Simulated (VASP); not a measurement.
## TaN: single point with PBE

TaN:

```
Ta N
1.0
     2.63789   -4.56878    0.00000
     2.63789    4.56878    0.00000
     0.00000    0.00000    2.91594
Ta N
3 3
Direct
  0.00000 0.00000 0.00000
  0.66667 0.33333 0.50000
  0.33333 0.66667 0.50000
  0.50000 0.50000 0.00000
  0.00000 0.50000 0.00000
  0.50000 0.00000 0.00000
```

```
Program             : VASP 6.6.1
Task                : single point
Functional          : PBE
Potentials or basis : VASP PAW PBE potentials, release 64 (Ta_pv, N)
Cutoff              : 520 eV
k mesh              : 4 × 4 × 6
Occupations         : gaussian, width 0.1 eV
Spin                : no spin polarisation
```

| Item | Value |
| --- | --- |
| Pressure | 0.7 GPa |
| Band gap on the k mesh | zero (band 24 reaches 8.65 eV, above the bottom of band 25 at 6.62 eV) |

Stress tensor (GPa, compression positive):
```
0.60 0.00 0.00
0.00 0.60 0.00
0.00 0.00 0.86
```

Levels at points of the mesh, in eV from the Fermi level:
```tsv
k point	band 20	band 21	band 22	band 23	band 24	band 25	band 26	band 27	band 28	band 29
(0.00, 0.00, 0.00)	-3.13	-3.13	-2.56	-2.18	-1.29	-1.29	0.84	0.84	0.93	1.98
(0.50, 0.00, 0.00)	-4.51	-3.42	-3.05	-1.76	-0.83	1.16	1.72	1.74	2.17	2.34
(0.50, 0.50, 0.00)	-4.51	-3.42	-3.05	-1.76	-0.83	1.16	1.72	1.74	2.17	2.34
(0.00, 0.00, 0.50)	-3.65	-3.18	-3.18	-1.98	0.74	0.74	1.49	1.52	2.25	2.25
(0.50, 0.00, 0.50)	-4.45	-3.39	-3.07	-2.12	-1.31	0.93	1.19	2.92	3.10	3.44
(0.50, 0.50, 0.50)	-4.45	-3.39	-3.07	-2.12	-1.31	0.93	1.19	2.92	3.10	3.44
```

It took 41 s on 1 thread of Intel(R) Xeon(R) Platinum 8559C (Emerald Rapids), with other jobs on the host, peak memory 0.21 GiB.

Caveat: spin-orbit coupling is left out, which moves the levels of the heavy elements.
